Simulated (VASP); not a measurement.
# Be7Te (P6mm) in VASP: single point with PBE

Aim: the single point of Be7Te with PBE.

Everything below comes from runs of VASP 6.6.1. Logs are shortened: lines on timing, memory, paths and dates and some standing lists are left out, and cuts for length are marked.

## Step 1: The cell of the first run

It takes space group P6mm (No. 183, hexagonal). The conventional cell has a = 5.566 Å, b = 5.566 Å, c = 5.291 Å, α = 90.00°, β = 90.00°, γ = 120.00°. Within 2.9 Å of Be (site symmetry m) lie 7 Be at 2.01 to 2.89 Å and 1 Te at 2.74 Å. Within 2.9 Å of Be (site symmetry 6mm) lie 6 Be at 2.21 Å and 2 Te at 2.52 to 2.77 Å. Te (site symmetry 6mm) has 8 Be at 2.52 to 2.77 Å within 3.3 Å.

The cell was built from a structure type or drawn by symmetry, and may not be a known phase.

## Step 2: Single point, PBE

INCAR

```
  PREC = Accurate
  ENCUT = 600
  EDIFF = 1E-6
  ISMEAR = 0
  SIGMA = 0.2
  LREAL = False
  LASPH = True
  NELM = 120
  ALGO = Normal
  ISIF = 2
  LWAVE = False
  LCHARG = False
  GGA = PE
  NBANDS = 20
  GGA_COMPAT = False
```

KPOINTS

```
regular mesh
0
Gamma
  4 4 3
```

POSCAR

```
Be7Te
1.0
    5.5664962306      0.0000000000      0.0000000000
   -2.7832481153      4.8207271458      0.0000000000
    0.0000000000      0.0000000000      5.2907055535
Be Te
7 1
Direct
    0.7910220787      0.2089779213      0.0022819490
    0.7910220787      0.5820441575      0.0022819490
    0.4179558425      0.2089779213      0.0022819490
    0.2089779213      0.7910220787      0.0022819490
    0.2089779213      0.4179558425      0.0022819490
    0.5820441575      0.7910220787      0.0022819490
    0.0000000000      0.0000000000      0.8308566144
    0.0000000000      0.0000000000      0.3536996615
```

Potentials or basis: VASP PAW PBE potentials, release 64 (Be, Te).

On the command line:

```console
> cat potpaw_PBE.64/Be/POTCAR potpaw_PBE.64/Te/POTCAR > POTCAR
> mpirun -np 1 vasp_std > vasp.out
```

OUTCAR:

```text
PREC = Accurate
   ENCUT = 600
   EDIFF = 1E-6
   ISMEAR = 0
   LREAL = False
   LASPH = True
   NELM = 120
   ISIF = 2
   GGA = PE

 ion  position               nearest neighbor table
   1  0.791  0.209  0.002-   5 2.01   6 2.01   3 2.08   2 2.08   7 2.21   8 2.74
   2  0.791  0.582  0.002-   6 2.01   4 2.01   1 2.08   3 2.08   7 2.21   8 2.74
   3  0.418  0.209  0.002-   5 2.01   4 2.01   1 2.08   2 2.08   7 2.21   8 2.74
   4  0.209  0.791  0.002-   2 2.01   3 2.01   6 2.08   5 2.08   7 2.21   8 2.74
   5  0.209  0.418  0.002-   3 2.01   1 2.01   4 2.08   6 2.08   7 2.21   8 2.74
   6  0.582  0.791  0.002-   2 2.01   1 2.01   4 2.08   5 2.08   7 2.21   8 2.74
   7  0.000  0.000  0.831-   3 2.21   6 2.21   5 2.21   2 2.21   1 2.21   4 2.21   8 2.52   8 2.77

   8  0.000  0.000  0.354-   7 2.52   6 2.74   3 2.74   2 2.74   5 2.74   4 2.74   1 2.74   7 2.77

  LATTYP: Found a hexagonal cell.
 ALAT       =     5.5664962306
 C/A-ratio  =     0.9504552477

  Lattice vectors:

 A1 = (   5.5664962306,   0.0000000000,   0.0000000000)
 A2 = (  -2.7832481153,   4.8207271458,   0.0000000000)
 A3 = (   0.0000000000,   0.0000000000,   5.2907055535)

Analysis of symmetry for initial positions (statically):
=====================================================================
 Subroutine PRICEL returns:
 Original cell was already a primitive cell.

 Routine SETGRP: Setting up the symmetry group for a
 hexagonal supercell.

 Subroutine GETGRP returns: Found 12 space group operations
 (whereof 12 operations were pure point group operations)
 out of a pool of 24 trial point group operations.

The static configuration has the point symmetry C_6v.

Analysis of symmetry for dynamics (positions and initial velocities):
=====================================================================
 Subroutine PRICEL returns:
 Original cell was already a primitive cell.

 Routine SETGRP: Setting up the symmetry group for a
 hexagonal supercell.

 Subroutine GETGRP returns: Found 12 space group operations
 (whereof 12 operations were pure point group operations)
 out of a pool of 24 trial point group operations.

The dynamic configuration has the point symmetry C_6v.

 Subroutine INISYM returns: Found 12 space group operations
 (whereof 12 operations are pure point group operations),
 and found     1 'primitive' translations

----------------------------------------------------------------------------------------

                                     Primitive cell

  volume of cell :     141.9738

  direct lattice vectors                    reciprocal lattice vectors
     5.566496231  0.000000000  0.000000000     0.179646219  0.103718793  0.000000000
    -2.783248115  4.820727146  0.000000000     0.000000000  0.207437586  0.000000000
     0.000000000  0.000000000  5.290705553     0.000000000  0.000000000  0.189010708

  length of vectors
     5.566496231  5.566496231  5.290705553     0.207437586  0.207437586  0.189010708

  position of ions in fractional coordinates (direct lattice)
     0.791022079  0.208977921  0.002281949
     0.791022079  0.582044158  0.002281949
     0.417955842  0.208977921  0.002281949
     0.208977921  0.791022079  0.002281949
     0.208977921  0.417955842  0.002281949
     0.582044158  0.791022079  0.002281949
     0.000000000  0.000000000  0.830856614
     0.000000000  0.000000000  0.353699662

  ion indices of the primitive-cell ions
   primitive index   ion index
                 1           1
                 2           2
                 3           3
                 4           4
                 5           5
                 6           6
                 7           7
                 8           8

----------------------------------------------------------------------------------------

 KPOINTS: regular mesh

Automatic generation of k-mesh.
 Grid dimensions read from file:
 generate k-points for:    4    4    3

 Generating k-lattice:

  Cartesian coordinates                     Fractional coordinates (reciprocal lattice)
     0.044911555  0.025929698  0.000000000     0.250000000  0.000000000  0.000000000
     0.000000000  0.051859396  0.000000000     0.000000000  0.250000000  0.000000000
     0.000000000  0.000000000  0.063003569     0.000000000  0.000000000  0.333333333

  Length of vectors
     0.051859396  0.051859396  0.063003569

  Shift w.r.t. Gamma in fractional coordinates (k-lattice)
     0.000000000  0.000000000  0.000000000

 Subroutine IBZKPT returns following result:
 ===========================================

 Found      8 irreducible k-points:

 Following reciprocal coordinates:
            Coordinates               Weight
  0.000000  0.000000  0.000000      1.000000
  0.250000  0.000000  0.000000      6.000000
  0.500000  0.000000  0.000000      3.000000
  0.250000  0.250000  0.000000      6.000000
  0.000000  0.000000  0.333333      2.000000
  0.250000  0.000000  0.333333     12.000000
  0.500000  0.000000  0.333333      6.000000
  0.250000  0.250000  0.333333     12.000000
   k-points           NKPTS =      8   k-points in BZ     NKDIM =      8   number of bands    NBANDS=     20
   number of dos      NEDOS =    301   number of ions     NIONS =      8
   total plane-waves  NPLWV =  96768
   dimension x,y,z NGX =    48 NGY =   48 NGZ =   42
   dimension x,y,z NGXF=    96 NGYF=   96 NGZF=   84
   ions per type =               7   1
   NGX,Y,Z   is equivalent  to a cutoff of  14.34, 14.34, 13.20 a.u.
   NGXF,Y,Z  is equivalent  to a cutoff of  28.67, 28.67, 26.39 a.u.
 SYSTEM =  unknown system
   PREC   = accura    normal or accurate (medium, high low for compatibility)
   ISTART =      0    job   : 0-new  1-cont  2-samecut
   ICHARG =      2    charge: 1-file 2-atom 10-const
   ISPIN  =      1    spin polarized calculation?
   LNONCOLLINEAR =      F non collinear calculations
   LSORBIT =      F    spin-orbit coupling
   LASPH  =      T    aspherical Exc in radial PAW
   ENCUT  =  600.0 eV  44.10 Ry    6.64 a.u.  11.12 11.12 10.57*2*pi/ulx,y,z
   NELM   =    120;   NELMIN=  2; NELMDL= -5     # of ELM steps
   EDIFF  = 0.1E-05   stopping-criterion for ELM
   LREAL  =      F    real-space projection
   EDIFFG = 0.1E-04   stopping-criterion for IOM
   NSW    =      0    number of steps for IOM
   IBRION =     -1    ionic relax: 0-MD 1-quasi-New 2-CG
   NFREE  =      0    steps in history (QN), initial steepest desc. (CG)
   ISIF   =      2    stress and relaxation
   ISYM   =      2    0-nonsym 1-usesym 2-fastsym
   POTIM  = 0.5000    time-step for ionic-motion
   TEBEG  =    0.0;   TEEND  =   0.0 temperature during run
   PSTRESS=    0.0 pullay stress
   NELECT =      20.0000    total number of electrons
   NUPDOWN=      -1.0000    fix difference up-down
   EMIN   =  10.00;   EMAX   =-10.00  energy-range for DOS
   EFERMI =   0.00;   METHOD = LEGACY
   ISMEAR =     0;   SIGMA  =   0.20  broadening in eV -4-tet -1-fermi 0-gaus
   EFERMI_NEDOS =   21; number of points for ismear=-14 and -15
   IALGO  =     38    algorithm
   IMIX   =      4    mixing-type and parameters
     AMIX     =   0.40;   BMIX     =  1.00
     AMIX_MAG =   1.60;   BMIX_MAG =  1.00
  volume/ion in A,a.u.               =      17.75       119.76
  Fermi-wavevector in a.u.,A,eV,Ry     =   0.851822  1.609710  9.872395  0.725601
  Thomas-Fermi vector in A             =   1.968015
   LORBIT       =      0    0 simple, 1 ext, 2 COOP (PROOUT), +10 PAW based schemes
   GGA     = PE    functional components
   LHFCALC =     F    Hartree Fock is set to
   AEXX    =    0.0000 exact exchange contribution
   IVDW    =     0    specifies the selected vdW correction
   LEPSILON=     F    determine dielectric tensor
   LRPA    =     F    only Hartree local field effects (RPA)
 non-spin polarized calculation
 Gauss-broadening in eV      SIGMA  =   0.20
  energy-cutoff  :      600.00
  volume of cell :      141.97
 maximum number of plane-waves:      4765
 NGX is ok and might be reduce to    48
   NGX = 23   NGY = 23   NGZ = 21

 number of electron      20.0000000 magnetization

 Free energy of the ion-electron system (eV)
  ---------------------------------------------------
  ext. energy  EPLUGINS =         0.00000000
  ---------------------------------------------------
  free energy    TOTEN  =       -24.39007164 eV

  energy without entropy =      -24.32937951  energy(sigma->0) =      -24.35972557

 E-fermi :   1.9333     XC(G=0):  -7.9095

 val. band max:        1.9029538783   @ k =   0.2500   0.0000   0.3333
 cond. band min:       1.9472405941   @ k =   0.2500   0.0000   0.0000
 fundamental gap:      0.0442867158
 Fermi energy:         1.9333493395

 k-point     1 :       0.0000    0.0000    0.0000
  band No.  band energies     occupation
      1      -9.5302      2.00000
      2      -3.9559      2.00000
      3      -2.1368      2.00000
      4      -1.8095      2.00000
      5      -1.8095      2.00000
      6      -0.8303      2.00000
[... 12 lines left out ...]
     19       7.2590      0.00000
     20       9.5501      0.00000

 k-point     2 :       0.2500    0.0000    0.0000
  band No.  band energies     occupation
      1      -9.4853      2.00000
      2      -3.9651      2.00000
      3      -2.8306      2.00000
      4      -2.1908      2.00000
      5      -1.7369      2.00000
      6      -0.9465      2.00000
[... 12 lines left out ...]
     19       8.0531      0.00000
     20       9.1708      0.00000
[... 97 lines left out ...]
      3      -3.8072      2.00000
      4      -2.1870      2.00000
      5      -1.7767      2.00000
      6      -0.6578      2.00000
[... 12 lines left out ...]
     19       8.5652      0.00000
     20       8.7674      0.00000

 k-point     8 :       0.2500    0.2500    0.3333
  band No.  band energies     occupation
      1      -9.3593      2.00000
      2      -4.2681      2.00000
      3      -3.4782      2.00000
      4      -3.0002      2.00000
      5      -0.7130      2.00000
      6      -0.5833      2.00000
[... 12 lines left out ...]
     19       8.5012      0.00000
     20       8.7607      0.00000

------------------------ aborting loop because EDIFF is reached ----------------------------------------

  FORCE on cell =-STRESS in cart. coord.  units (eV):
  Direction    XX          YY          ZZ          XY          YZ          ZX
  --------------------------------------------------------------------------------------
  -------------------------------------------------------------------------------------
  Total        0.4353788      0.4353788      0.2662091      0.0000000      0.0000000      0.0000000
  in kB        4.9132602      4.9132602      3.0041764      0.0000000      0.0000000      0.0000000
  external PRESSURE =       4.2768990 kB  Pullay stress =       0.0000000 kB

 VOLUME and BASIS-vectors are now :
 -----------------------------------------------------------------------------
  energy-cutoff  :      600.00
  volume of cell :      141.97
      direct lattice vectors                 reciprocal lattice vectors
     5.566496231  0.000000000  0.000000000     0.179646219  0.103718793  0.000000000
    -2.783248115  4.820727146  0.000000000     0.000000000  0.207437586  0.000000000
     0.000000000  0.000000000  5.290705553     0.000000000  0.000000000  0.189010708

 POSITION                                       TOTAL-FORCE (eV/Angst)
 -----------------------------------------------------------------------------------
      3.82158      1.00743      0.01207        -0.005600      0.003233      0.003044
      2.78325      2.80588      0.01207        -0.000000     -0.006467      0.003044
      1.74491      1.00743      0.01207         0.005600      0.003233      0.003044
     -1.03834      3.81330      0.01207         0.005600     -0.003233      0.003044
      0.00000      2.01485      0.01207        -0.000000      0.006467      0.003044
      1.03834      3.81330      0.01207        -0.005600     -0.003233      0.003044
      0.00000      0.00000      4.39582        -0.000000     -0.000000     -0.052469
      0.00000      0.00000      1.87132        -0.000000     -0.000000      0.034204
 -----------------------------------------------------------------------------------
    total drift:                                0.000000      0.000000      0.000314

  FREE ENERGIE OF THE ION-ELECTRON SYSTEM (eV)
  ---------------------------------------------------
  free  energy   TOTEN  =       -24.3900716413 eV

  energy  without entropy=      -24.3293795077  energy(sigma->0) =      -24.35972557
```

It took 20 s on 1 thread of Intel Xeon 6975P-C (Granite Rapids), shared host; peak memory 0.29 GiB.

Results:

```
Free energy            : -24.3901 eV
Pressure               : 0.4 GPa
Largest force          : 0.052 eV/Å
Band gap on the k mesh : zero (bands 10 and 11 overlap by 1.15 eV)
```

Forces on the atoms (eV/Å):
```
Be  -0.006  0.003  0.003
Be   0.000 -0.006  0.003
Be   0.006  0.003  0.003
Be   0.006 -0.003  0.003
Be   0.000  0.006  0.003
Be  -0.006 -0.003  0.003
Be   0.000  0.000 -0.052
Te   0.000  0.000  0.034
```

Levels at points of the mesh, in eV from the Fermi level:
```csv
k point,band 6,band 7,band 8,band 9,band 10,band 11,band 12,band 13,band 14,band 15
"(0.00, 0.00, 0.00)",-2.76,-2.46,-2.46,-1.65,0.39,0.39,2.11,3.84,3.84,4.66
"(0.50, 0.00, 0.00)",-2.57,-2.04,-1.05,-0.65,0.46,1.21,1.76,2.46,2.64,3.42
```

Caveat: the k points lie up to 0.40 Å⁻¹ apart, too coarse for converged energies and pressures of a metal; spin-orbit coupling is left out, which moves the levels of the heavy elements.
